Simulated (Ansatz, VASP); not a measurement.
# SiB5 in VASP and in Ansatz

```xyz
6
Lattice="2.9292 0.0000 0.0000 -1.4646 2.5368 0.0000 0.0000 0.0000 6.1957" Properties=species:S:1:pos:R:3 pbc="T T T"
Si    0.0000    0.0000    3.0978
B     0.0000    1.6912    4.8187
B     1.4646    0.8456    4.8187
B     1.4646    0.8456    1.3770
B     0.0000    1.6912    1.3770
B     0.0000    0.0000    0.0000
```

Alike in both runs: functional PBE; k mesh 5 × 5 × 3; occupations gaussian, width 0.2 eV; no spin polarisation.

Ansatz relaxed the structure, and its values are those at the end. VASP's run is a single point on that final structure, the one shown.

|  | VASP | Ansatz |
| --- | --- | --- |
| version | VASP 6.6.1 | Ansatz 0.2.0 |
| potentials or method | VASP PAW PBE potentials, release 64 (Si, B), cutoff 500 eV | scalar-relativistic, plane waves, PAW |
| valence electrons in the cell | 19 | 19 |

|  | VASP | Ansatz | Ansatz less VASP |
| --- | --- | --- | --- |
| gap on the k mesh at the Fermi level (eV) | none | none | - |
| pressure (GPa) | 0.4 | 0.3 | -0.03 |

A gap of «none» marks a metal or a gap that the smearing closes.

The k mesh is coarse, so the values compare programs but aren't converged.
